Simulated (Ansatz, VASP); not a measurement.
## EuTe2 in VASP and in Ansatz

```
CELL_PARAMETERS angstrom
2.67410 1.54389 4.37585
-2.67410 1.54389 4.37585
0.00000 -3.08779 4.37585
ATOMIC_POSITIONS crystal
Eu 0.00000 0.00000 0.00000
Te 0.24983 0.24983 0.24983
Te 0.75017 0.75017 0.75017
```

Alike in both runs: task single point; functional PBE; k mesh 8 × 8 × 8; occupations gaussian, width 0.05 eV; collinear spin.

```csv
,VASP,Ansatz
version,VASP 6.6.1,Ansatz 0.2.0
potentials or method,"VASP PAW PBE potentials, release 64 (Eu, Te), cutoff 520 eV","scalar-relativistic, plane waves, PAW"
valence electrons in the cell,29,49
```

|  | VASP | Ansatz | Ansatz less VASP |
| --- | --- | --- | --- |
| gap on the k mesh at the Fermi level (eV) | none | none | - |
| pressure (GPa) | -0.1 | 0.0 | +0.09 |
| net moment per atom (μB) | 2.29 | 2.30 | +0.005 |
| size of the moment on the site where the two differ most (μB) | 6.46 | 6.67 | +0.213 |

Site moments also hang on the region over which each program counts them. A gap of «none» marks a metal or a gap that the smearing closes. VASP's potentials hold 29 valence electrons a cell and Ansatz's 49, so a difference there can come from the potentials and not from the codes. Ansatz's warnings: given moment on shells.

Spin-orbit coupling is off throughout.
